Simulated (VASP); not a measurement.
**Ga4Sb3P: single point with PBE**

The system is Ga4Sb3P.

```
P Sb Ga
1.0
     4.22100    0.00000    0.00000
     0.00000    4.22215    5.96600
     0.00000   -4.22215    5.96600
P Sb Ga
1 3 4
Direct
  0.00000 0.00014 0.00014
  0.50000 0.00003 0.49944
  0.50000 0.49944 0.00003
  0.00000 0.50142 0.50142
  0.50000 0.88763 0.88763
  0.00000 0.88438 0.35201
  0.00000 0.35201 0.88438
  0.50000 0.37497 0.37497
```

* Program: VASP 6.6.1
* Task: single point
* Functional: PBE
* Potentials or basis: VASP PAW PBE potentials, release 64 (P, Sb, Ga_d)
* Cutoff: 520 eV
* k mesh: 6 × 4 × 4
* Occupations: fermi-dirac, width 0.02 eV
* Spin: no spin polarisation

The pressure is 2.1 GPa and the largest force is 0.054 eV/Å. The band gap on the k mesh is 0.06 eV.

Forces on the atoms (eV/Å):
```
P    0.000  0.000 -0.032
Sb   0.000 -0.049 -0.002
Sb   0.000  0.049 -0.002
Sb   0.000  0.000  0.046
Ga   0.000  0.000  0.054
Ga   0.000  0.039 -0.034
Ga   0.000 -0.039 -0.034
Ga   0.000  0.000  0.003
```

Levels at points of the mesh, in eV from the valence-band top:
```tsv
k point	band 32	band 33	band 34	band 35	band 36	band 37	band 38	band 39	band 40	band 41
(0.00, 0.00, 0.00)	-1.30	-0.92	-0.45	-0.07	0.00	0.06	0.70	0.73	1.00	1.27
(0.50, 0.00, 0.00)	-3.31	-3.29	-3.12	-1.70	-1.03	1.70	2.37	3.46	3.61	3.74
(0.00, 0.50, 0.00)	-1.87	-1.24	-0.91	-0.46	-0.46	0.30	1.36	1.51	1.86	3.52
(0.50, 0.50, 0.00)	-3.08	-2.58	-2.15	-1.91	-1.81	1.35	1.37	1.83	1.91	3.52
(0.00, 0.50, 0.50)	-2.11	-1.49	-1.49	-1.26	-1.02	0.89	1.40	1.77	2.40	2.67
(0.50, 0.50, 0.50)	-2.57	-1.55	-1.22	-1.19	-0.93	0.25	0.53	0.98	1.02	1.03
```

Wall time 6.5 min on 1 thread of Intel(R) Xeon(R) Platinum 8259CL CPU @ 2.50GHz (Skylake/Cascade Lake), on a shared host, peak memory 0.43 GiB.

Caveat: spin-orbit coupling is left out, which moves the levels of the heavy elements. A k mesh can miss the band edges.
